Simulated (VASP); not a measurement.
Wanted: the native input for a VASP 6.6.1 run.

| Property | Result |
| --- | --- |
| Task | single point |
| Functional | revPBE |
| Potentials or basis | VASP PAW PBE potentials, release 64 (Sn_d, Se) |
| Cutoff | 520 eV |
| k mesh | 8 × 8 × 8 |
| Occupations | fermi-dirac, width 0.05 eV |
| Spin | no spin polarisation |
| Dipole correction | no |
| Further INCAR settings | ALGO = Normal; EDIFF = 1e-06; NBANDS = 17 |

The structure of SnSe lies in POSCAR:

```
SnSe
1.0
    0.0000000000      3.0100000000      3.0100000000
    3.0100000000      0.0000000000      3.0100000000
    3.0100000000      3.0100000000      0.0000000000
Sn Se
1 1
Direct
    0.0000000000      0.0000000000      0.0000000000
    0.5000000000      0.5000000000      0.5000000000
```

The input as run:

INCAR

```
SYSTEM = SnSe
PREC = Accurate
ENCUT = 520
EDIFF = 1E-6
ISMEAR = -1
SIGMA = 0.05
LREAL = .FALSE.
LASPH = .TRUE.
NELM = 60
ALGO = Normal
ISIF = 2
LWAVE = .FALSE.
LCHARG = .FALSE.
GGA = RE
NBANDS = 17
```

KPOINTS

```
regular mesh
0
G
  8 8 8
  0 0 0
```

Potentials or basis: VASP PAW PBE potentials, release 64 (Sn_d, Se).

The run is started by

```console
$ cat potpaw_PBE.64/Sn_d/POTCAR potpaw_PBE.64/Se/POTCAR > POTCAR
$ mpirun -np 1 vasp_std > vasp.out
```

Results of the run:

The pressure is 2.1 GPa and the band gap on the k mesh is 0.55 eV, direct.

Caveat: the PAW data sets were made with another functional, which shifts forces and pressure a little; spin-orbit coupling is left out, which moves the levels of the heavy elements.

Run time: 52 s on 1 thread of AMD EPYC 7R13 (shared host), peak memory 0.16 GiB.
